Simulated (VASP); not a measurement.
# PbI2 (P-3m1) in VASP: a series of runs, part 2 of 2

VASP 6.6.1.

**4. Single point, LDA**

This run uses another cell than the first one, of the same volume but with other edges.

The input, INCAR:

```
PREC     = Accurate       # precision mode
ENCUT    = 500            # plane-wave cutoff, eV
EDIFF    = 1E-6           # SCF threshold, eV
ISMEAR   = 0              # smearing method
SIGMA    = 0.05           # smearing width, eV
LREAL    = False          # projectors in reciprocal space
LASPH    = True           # aspherical terms in the spheres
NELM     = 120            # most SCF steps
ALGO     = Normal         # electronic algorithm
ISIF     = 2              # what is computed and relaxed
LWAVE    = False          # write WAVECAR
LCHARG   = True           # write CHGCAR
LELF     = True           # ELF
LVHAR    = True         
NBANDS   = 21             # bands
GGA_COMPAT= False
```

The input, KPOINTS:

```
Automatic mesh
0
Gamma
  9 9 6
```

The input, POSCAR:

```
PbI2
1.0
    4.6833787650      0.0000000000      0.0000000000
   -2.3416893825      4.0559249860      0.0000000000
    0.0000000000      0.0000000000      6.5997468066
Pb I
1 2
Direct
    0.0000000000      0.0000000000      0.0000000000
    0.3333333333      0.6666666667      0.2650000000
    0.6666666667      0.3333333333      0.7350000000
```

Potentials or basis: VASP PAW LDA potentials, release 64 (Pb_d, I).

On the command line:

```console
cat potpaw_LDA.64/Pb_d/POTCAR potpaw_LDA.64/I/POTCAR > POTCAR
mpirun -np 1 vasp_std > vasp.out
```

OUTCAR:

```text
PREC = Accurate
   ENCUT = 500
   EDIFF = 1E-6
   ISMEAR = 0
   LREAL = False
   LASPH = True
   NELM = 120
   ISIF = 2

 ion  position               nearest neighbor table
   1  0.000  0.000  0.000-   2 3.22   3 3.22   2 3.22   3 3.22   3 3.22   2 3.22
   2  0.333  0.667  0.265-   1 3.22   1 3.22   1 3.22
   3  0.667  0.333  0.735-   1 3.22   1 3.22   1 3.22

  LATTYP: Found a hexagonal cell.
 ALAT       =     4.6833787650
 C/A-ratio  =     1.4091849363

  Lattice vectors:

 A1 = (   4.6833787650,   0.0000000000,   0.0000000000)
 A2 = (  -2.3416893825,   4.0559249860,   0.0000000000)
 A3 = (   0.0000000000,   0.0000000000,   6.5997468066)

Analysis of symmetry for initial positions (statically):
=====================================================================
 Subroutine PRICEL returns:
 Original cell was already a primitive cell.

 Routine SETGRP: Setting up the symmetry group for a
 hexagonal supercell.

 Subroutine GETGRP returns: Found 12 space group operations
 (whereof 12 operations were pure point group operations)
 out of a pool of 24 trial point group operations.

The static configuration has the point symmetry D_3d.

Analysis of symmetry for dynamics (positions and initial velocities):
=====================================================================
 Subroutine PRICEL returns:
 Original cell was already a primitive cell.

 Routine SETGRP: Setting up the symmetry group for a
 hexagonal supercell.

 Subroutine GETGRP returns: Found 12 space group operations
 (whereof 12 operations were pure point group operations)
 out of a pool of 24 trial point group operations.

The dynamic configuration has the point symmetry D_3d.

 Subroutine INISYM returns: Found 12 space group operations
 (whereof 12 operations are pure point group operations),
 and found     1 'primitive' translations

----------------------------------------------------------------------------------------
[... 108 lines left out ...]
   EMIN   =  10.00;   EMAX   =-10.00  energy-range for DOS
   EFERMI =   0.00;   METHOD = LEGACY
   ISMEAR =     0;   SIGMA  =   0.05  broadening in eV -4-tet -1-fermi 0-gaus
   EFERMI_NEDOS =   21; number of points for ismear=-14 and -15
   IALGO  =     38    algorithm
   IMIX   =      4    mixing-type and parameters
     AMIX     =   0.40;   BMIX     =  1.00
     AMIX_MAG =   1.60;   BMIX_MAG =  1.00
  volume/ion in A,a.u.               =      41.79       282.00
  Fermi-wavevector in a.u.,A,eV,Ry     =   0.993273  1.877014 13.423392  0.986591
  Thomas-Fermi vector in A             =   2.125143
   LORBIT       =      0    0 simple, 1 ext, 2 COOP (PROOUT), +10 PAW based schemes
   GGA     = CA    functional components
   LHFCALC =     F    Hartree Fock is set to
   AEXX    =    0.0000 exact exchange contribution
   IVDW    =     0    specifies the selected vdW correction
   LEPSILON=     F    determine dielectric tensor
   LRPA    =     F    only Hartree local field effects (RPA)
 non-spin polarized calculation
 Gauss-broadening in eV      SIGMA  =   0.05
  energy-cutoff  :      500.00
  volume of cell :      125.37
 maximum number of plane-waves:      3228
 NGX is ok and might be reduce to    36

 number of electron      28.0000000 magnetization

 Free energy of the ion-electron system (eV)
  ---------------------------------------------------
  ext. energy  EPLUGINS =         0.00000000
  ---------------------------------------------------
  free energy    TOTEN  =       -10.00386410 eV

  energy without entropy =      -10.00386410  energy(sigma->0) =      -10.00386410

 E-fermi :   2.7402     XC(G=0):  -8.5062

 val. band max:        2.5185105091   @ k =   0.3333   0.3333   0.5000
 cond. band min:       4.3072444382   @ k =   0.0000   0.0000   0.5000
 fundamental gap:      1.7887339291
 Fermi energy:         2.7401595222

 k-point     1 :       0.0000    0.0000    0.0000
  band No.  band energies     occupation
      1     -13.6006      2.00000
      2     -13.6006      2.00000
      3     -13.5893      2.00000
      4     -13.5717      2.00000
      5     -13.5717      2.00000
      6      -9.7721      2.00000
[... 565 lines left out ...]
     20      10.0671      0.00000
     21      10.5190      0.00000

 [... further k-points ...]
[... 5 lines left out ...]
  --------------------------------------------------------------------------------------
  -------------------------------------------------------------------------------------
  Total       -1.0883015     -1.0883015     -0.3138043      0.0000000      0.0000000      0.0000000
  in kB      -13.9085980    -13.9085980     -4.0104489      0.0000000      0.0000000      0.0000000
  external PRESSURE =     -10.6092150 kB  Pullay stress =       0.0000000 kB

 VOLUME and BASIS-vectors are now :
 -----------------------------------------------------------------------------
  energy-cutoff  :      500.00
  volume of cell :      125.37
      direct lattice vectors                 reciprocal lattice vectors
     4.683378765  0.000000000  0.000000000     0.213521060  0.123276442  0.000000000
    -2.341689382  4.055924986  0.000000000     0.000000000  0.246552883  0.000000000
     0.000000000  0.000000000  6.599746807     0.000000000  0.000000000  0.151520964

 POSITION                                       TOTAL-FORCE (eV/Angst)
 -----------------------------------------------------------------------------------
      0.00000      0.00000      0.00000        -0.000000      0.000000      0.000000
     -0.00000      2.70395      1.74893         0.000000     -0.000000      0.001166
      2.34169      1.35197      4.85081         0.000000      0.000000     -0.001166
 -----------------------------------------------------------------------------------
    total drift:                               -0.000000     -0.000000      0.000000

  FREE ENERGIE OF THE ION-ELECTRON SYSTEM (eV)
  ---------------------------------------------------
  free  energy   TOTEN  =       -10.0038640987 eV

  energy  without entropy=      -10.0038640987  energy(sigma->0) =      -10.00386410
```

OSZICAR:

```text
N       E                     dE             d eps       ncg     rms          rms(c)
DAV:   1     0.228788774561E+03    0.22879E+03   -0.11453E+04  2612   0.114E+03
DAV:   2     0.116386183077E+02   -0.21715E+03   -0.20771E+03  2828   0.290E+02
DAV:   3    -0.939941302958E+01   -0.21038E+02   -0.20783E+02  3408   0.989E+01
DAV:   4    -0.101722840068E+02   -0.77287E+00   -0.77213E+00  3515   0.222E+01
DAV:   5    -0.101900690201E+02   -0.17785E-01   -0.17784E-01  3523   0.292E+00    0.361E+00
DAV:   6    -0.100194809211E+02    0.17059E+00   -0.36620E-01  3407   0.418E+00    0.239E+00
DAV:   7    -0.100053615254E+02    0.14119E-01   -0.14329E-01  3370   0.183E+00    0.961E-01
DAV:   8    -0.100039678543E+02    0.13937E-02   -0.19915E-02  3169   0.118E+00    0.181E-01
DAV:   9    -0.100038619892E+02    0.10587E-03   -0.23452E-03  3183   0.369E-01    0.667E-02
DAV:  10    -0.100038600024E+02    0.19867E-05   -0.20970E-04  3146   0.106E-01    0.248E-02
DAV:  11    -0.100038666439E+02   -0.66415E-05   -0.47441E-05  3574   0.381E-02    0.139E-02
DAV:  12    -0.100038639813E+02    0.26626E-05   -0.13415E-05  3299   0.241E-02    0.658E-03
DAV:  13    -0.100038640987E+02   -0.11738E-06   -0.80682E-07  1792   0.522E-03
   1 F= -.10003864E+02 E0= -.10003864E+02  d E =-.339103E-12
```

It took 43 s on 1 thread of Intel Xeon 6975P-C (Granite Rapids), shared host; peak memory 0.29 GiB.

What came out:

| Quantity | Value |
| --- | --- |
| Free energy | -10.0039 eV |
| Pressure | -1.1 GPa |
| Band gap on the k mesh | 1.79 eV (least direct gap 1.95 eV) |

Caveat: spin-orbit coupling is left out, which moves the levels of the heavy elements.

**5. Single point, LDA**

This run uses another cell than the first one, of the same volume but with other edges.

The input, INCAR:

```
ALGO = Normal
EDIFF = 1E-6
ENCUT = 500
GGA_COMPAT = False
ISIF = 2
ISMEAR = 0
LASPH = True
LCHARG = False
LREAL = False
LWAVE = False
NBANDS = 21
NELM = 120
PREC = Accurate
SIGMA = 0.05
```

The input, KPOINTS:

```
k-points
0
Gamma
  9 9 6
```

The input, POSCAR:

```
PbI2
1.0
    4.4125637873      0.0000000000      0.0000000000
   -2.2062818936      3.8213923356      0.0000000000
    0.0000000000      0.0000000000      7.4347068059
Pb I
1 2
Direct
    0.0000000000      0.0000000000      0.0000000000
    0.3333333333      0.6666666667      0.2650000000
    0.6666666667      0.3333333333      0.7350000000
```

On the command line:

```console
cat potpaw_LDA.64/Pb_d/POTCAR potpaw_LDA.64/I/POTCAR > POTCAR
mpirun -np 1 vasp_std > vasp.out
```

It took 43 s on 1 thread of Intel Xeon 6975P-C (Granite Rapids), shared host; peak memory 0.28 GiB.

The run converged. Its results:

```
Free energy            : -10.0001 eV
Pressure               : -1.1 GPa
Largest force          : 0.199 eV/Å
Band gap on the k mesh : 2.19 eV
```

Forces on the atoms (eV/Å):
```
Pb   0.000  0.000  0.000
I    0.000  0.000 -0.199
I    0.000  0.000  0.199
```

Stress tensor (GPa, compression positive):
```
-0.66  0.00  0.00
 0.00 -0.66  0.00
 0.00  0.00 -1.91
```

Levels at points of the mesh, in eV from the valence-band top:
| k point | band 11 | band 12 | band 13 | band 14 | band 15 | band 16 | band 17 | band 18 |
| --- | --- | --- | --- | --- | --- | --- | --- | --- |
| (0.00, 0.00, 0.00) | -0.92 | -0.92 | -0.79 | -0.79 | 2.50 | 3.31 | 3.31 | 6.11 |
| (0.00, 0.00, 0.50) | -1.02 | -0.66 | -0.66 | 0.00 | 2.19 | 3.20 | 3.20 | 6.04 |

Caveat: spin-orbit coupling is left out, which moves the levels of the heavy elements.

**6. Single point, LDA**

This run uses another cell than the first one, of the same volume but with other edges.

The input, INCAR:

```
  ALGO = Normal
  EDIFF = 1E-6
  ENCUT = 500
  GGA = CA
  GGA_COMPAT = F
  ISIF = 2
  ISMEAR = 0
  LASPH = T
  LCHARG = F
  LREAL = F
  LWAVE = F
  NBANDS = 21
  NELM = 120
  PREC = Accurate
  SIGMA = 0.05
```

KPOINTS is that of step 5.

The input, POSCAR:

```
PbI2
1.0
    4.6174068962      0.0000000000      0.0000000000
   -2.3087034481      3.9987916717      0.0000000000
    0.0000000000      0.0000000000      6.7896837317
Pb I
1 2
Direct
    0.0000000000      0.0000000000      0.0000000000
    0.3333333333      0.6666666667      0.2650000000
    0.6666666667      0.3333333333      0.7350000000
```

Potentials or basis: VASP PAW LDA potentials, release 64 (Pb_d, I).

On the command line:

```console
cat potpaw_LDA.64/Pb_d/POTCAR potpaw_LDA.64/I/POTCAR > POTCAR
mpirun -np 1 vasp_std > vasp.out
```

OUTCAR:

```text
EDIFF = 1E-6
   ENCUT = 500
   GGA = CA
   ISIF = 2
   ISMEAR = 0
   LASPH = T
   LREAL = F
   NELM = 120
   PREC = Accurate

 ion  position               nearest neighbor table
   1  0.000  0.000  0.000-   2 3.22   3 3.22   2 3.22   3 3.22   3 3.22   2 3.22
   2  0.333  0.667  0.265-   1 3.22   1 3.22   1 3.22
   3  0.667  0.333  0.735-   1 3.22   1 3.22   1 3.22

  LATTYP: Found a hexagonal cell.
 ALAT       =     4.6174068962
 C/A-ratio  =     1.4704538466

  Lattice vectors:

 A1 = (   4.6174068962,   0.0000000000,   0.0000000000)
 A2 = (  -2.3087034481,   3.9987916717,   0.0000000000)
 A3 = (   0.0000000000,   0.0000000000,   6.7896837317)

Analysis of symmetry for initial positions (statically):
=====================================================================
 Subroutine PRICEL returns:
 Original cell was already a primitive cell.

 Routine SETGRP: Setting up the symmetry group for a
 hexagonal supercell.

 Subroutine GETGRP returns: Found 12 space group operations
[... 156 lines left out ...]
   NGX = 17   NGY = 17   NGZ = 25

 number of electron      27.9999993 magnetization

 Free energy of the ion-electron system (eV)
  ---------------------------------------------------
  ext. energy  EPLUGINS =         0.00000000
  ---------------------------------------------------
  free energy    TOTEN  =       -10.02103502 eV

  energy without entropy =      -10.02103502  energy(sigma->0) =      -10.02103502

 E-fermi :   2.7106     XC(G=0):  -8.5053

 val. band max:        2.4612499453   @ k =   0.3333   0.3333   0.5000
 cond. band min:       4.4009161420   @ k =   0.0000   0.0000   0.5000
 fundamental gap:      1.9396661967
 Fermi energy:         2.7106351311

 k-point     1 :       0.0000    0.0000    0.0000
  band No.  band energies     occupation
      1     -13.5946      2.00000
      2     -13.5946      2.00000
      3     -13.5789      2.00000
      4     -13.5667      2.00000
      5     -13.5667      2.00000
      6      -9.7877      2.00000
[... 565 lines left out ...]
     20      10.0452      0.00000
     21      10.5080      0.00000

 [... further k-points ...]
[... 5 lines left out ...]
  --------------------------------------------------------------------------------------
  -------------------------------------------------------------------------------------
  Total       -0.9427644     -0.9427644     -0.5141388      0.0000000     -0.0000000      0.0000000
  in kB      -12.0486196    -12.0486196     -6.5707429      0.0000000     -0.0000000      0.0000000
  external PRESSURE =     -10.2226607 kB  Pullay stress =       0.0000000 kB

 VOLUME and BASIS-vectors are now :
 -----------------------------------------------------------------------------
  energy-cutoff  :      500.00
  volume of cell :      125.37
      direct lattice vectors                 reciprocal lattice vectors
     4.617406896  0.000000000  0.000000000     0.216571773  0.125037772  0.000000000
    -2.308703448  3.998791672  0.000000000     0.000000000  0.250075543  0.000000000
     0.000000000  0.000000000  6.789683732     0.000000000  0.000000000  0.147282265

 POSITION                                       TOTAL-FORCE (eV/Angst)
 -----------------------------------------------------------------------------------
      0.00000      0.00000      0.00000        -0.000000      0.000000     -0.000000
     -0.00000      2.66586      1.79927        -0.000000      0.000000     -0.021937
      2.30870      1.33293      4.99042         0.000000     -0.000000      0.021937
 -----------------------------------------------------------------------------------
    total drift:                               -0.000000     -0.000000      0.000000

  FREE ENERGIE OF THE ION-ELECTRON SYSTEM (eV)
  ---------------------------------------------------
  free  energy   TOTEN  =       -10.0210350164 eV

  energy  without entropy=      -10.0210350164  energy(sigma->0) =      -10.02103502
```

stdout:

```text
POSCAR found type information on POSCAR PbI
 POSCAR found :  2 types and       3 ions
 scaLAPACK will be used
 LDA part: xc-table for (Slater(with rela. corr.)+CA(PZ))
 , standard interpolation
 POSCAR, INCAR and KPOINTS ok, starting setup
 FFT: planning ... GRIDC
 FFT: planning ... GRID_SOFT
 FFT: planning ... GRID
 WAVECAR not read
 entering main loop
```

Run time: 46 s. Hardware: 1 thread of Intel Xeon 6975P-C (Granite Rapids), shared host; peak memory 0.29 GiB.

Results:

```
Free energy            : -10.0210 eV
Pressure               : -1.0 GPa
Largest force          : 0.022 eV/Å
Band gap on the k mesh : 1.94 eV (least direct gap 1.98 eV)
```

Forces in eV/Å, atoms in the order of the input:
```
Pb   0.000  0.000  0.000
I    0.000  0.000 -0.022
I    0.000  0.000  0.022
```

Stress tensor (GPa, compression positive):
```
-1.20  0.00  0.00
 0.00 -1.20  0.00
 0.00  0.00 -0.66
```

Levels at points of the mesh, in eV from the valence-band top:
| k point | band 10 | band 11 | band 12 | band 13 | band 14 | band 15 | band 16 | band 17 | band 18 | band 19 |
| --- | --- | --- | --- | --- | --- | --- | --- | --- | --- | --- |
| (0.00, 0.00, 0.00) | -1.08 | -1.08 | -1.00 | -1.00 | -0.54 | 2.20 | 3.21 | 3.21 | 6.13 | 7.57 |
| (0.00, 0.00, 0.50) | -1.23 | -1.23 | -0.79 | -0.79 | -0.04 | 1.94 | 2.98 | 2.98 | 6.29 | 7.09 |

Caveat: spin-orbit coupling is left out, which moves the levels of the heavy elements. A k mesh can miss the band edges.

**7. Overview**

| cell | gap on the mesh (eV) | pressure (GPa) | largest force (eV/Å) |
| --- | --- | --- | --- |
| a = 4.809, b = 4.809, c = 6.261 Å, angles 90.0, 90.0, 120.0°, 3 atoms | 1.58 | -1.2 | 0.01 |
| a = 4.286, b = 4.286, c = 7.879 Å, angles 90.0, 90.0, 120.0°, 3 atoms | 2.31 | -1.2 | 0.40 |
| a = 4.683, b = 4.683, c = 6.600 Å, angles 90.0, 90.0, 120.0°, 3 atoms | 1.79 | -1.1 | - |
| a = 4.413, b = 4.413, c = 7.435 Å, angles 90.0, 90.0, 120.0°, 3 atoms | 2.19 | -1.1 | 0.20 |
| a = 4.617, b = 4.617, c = 6.790 Å, angles 90.0, 90.0, 120.0°, 3 atoms | 1.94 | -1.0 | 0.02 |

Alike in all rows: task single point; level LDA; potentials or basis VASP PAW LDA potentials, release 64 (Pb_d, I); no spin polarisation; k mesh 9 × 9 × 6; cutoff (eV) 500; smearing gaussian 0.05 eV.

Caveats: spin-orbit coupling is left out, which moves the levels of the heavy elements.

Total energies depend on the potentials used, so only differences within one code and one set of settings carry meaning.
